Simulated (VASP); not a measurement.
Be, 2 atoms in the cell. Symmetry: P6_3/mmc, No. 194, hexagonal system. Conventional cell: a = 2.019 Å, b = 2.019 Å, c = 3.226 Å, α = 90.00°, β = 90.00°, γ = 120.00°. Be (site symmetry -6m2) has 12 Be at 1.99 to 2.02 Å within 2.6 Å. 

| Quantity | Value |
| --- | --- |
| Program | VASP 6.6.1 |
| Task | single point |
| Functional | PBE |
| Potentials or basis | VASP PAW PBE potentials, release 64 (Be) |
| Cutoff | 520 eV |
| k mesh | 22 × 22 × 12 |
| Occupations | fermi-dirac, width 0.05 eV |
| Spin | no spin polarisation |
| Dipole correction | no |
| Further INCAR settings | ALGO = Normal; EDIFF = 1e-06; NBANDS = 9 |

Potentials or basis: VASP PAW PBE potentials, release 64 (Be).

Command:

```bash
$ cat potpaw_PBE.64/Be/POTCAR > POTCAR
$ mpirun -np 1 vasp_std > vasp.out
```

Hardware: 1 thread of Intel(R) Xeon(R) 6975P-C (Granite Rapids), on a shared host.

**Question.** Estimate the wall time of this run.

**Answer.** Run time: 6.8 s on 1 thread of Intel(R) Xeon(R) 6975P-C (Granite Rapids) (shared host), peak memory 0.13 GiB. Counts: scf iterations 10, k points 364.
